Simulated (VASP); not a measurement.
A run of VASP 6.6.1 is set up as follows.

Contents of INCAR:

```
SYSTEM = YNbTl
PREC     = Accurate       ! precision mode
ENCUT    = 520            ! plane-wave cutoff, eV
EDIFF    = 1E-6           ! SCF threshold, eV
ISMEAR   = 0              ! smearing method
SIGMA    = 0.1            ! smearing width, eV
LREAL    = .False.        ! projectors in reciprocal space
LASPH    = .True.         ! aspherical terms in the spheres
NELM     = 80             ! most SCF steps
ALGO     = Normal         ! electronic algorithm
ISIF     = 2              ! what is computed and relaxed
LWAVE    = .False.        ! write WAVECAR
LCHARG   = .True.         ! write CHGCAR
GGA      = PE             ! functional
LELF     = .True.         ! ELF
LVHAR    = .True.       
NBANDS   = 26             ! bands
```

KPOINTS

```
regular mesh
0
Gamma
  4 4 4
  0 0 0
```

POSCAR

```
YNbTl
1.0
    3.9966349954      0.0000000000      0.0000000000
    0.0000000000      3.9966349954      0.0000000000
    0.0000000000      0.0000000000      6.1865679573
Y Nb Tl
1 1 1
Direct
    0.5000000000      0.5000000000      0.0000000000
    0.0000000000      0.0000000000      0.0000000000
    0.5000000000      0.5000000000      0.5000000000
```

Potentials or basis: VASP PAW PBE potentials, release 64 (Y_sv, Nb_sv, Tl_d).

Command:

```sh
$ cat potpaw_PBE.64/Y_sv/POTCAR potpaw_PBE.64/Nb_sv/POTCAR potpaw_PBE.64/Tl_d/POTCAR > POTCAR
$ mpirun -np 1 vasp_std > vasp.out
```

Question: Predict the pressure.

Answer: 0.0 GPa.

Stress tensor (GPa, compression positive):
```
-0.15  0.00  0.00
 0.00 -0.15  0.00
 0.00  0.00  0.19
```

Caveat: the k points lie up to 0.39 Å⁻¹ apart.
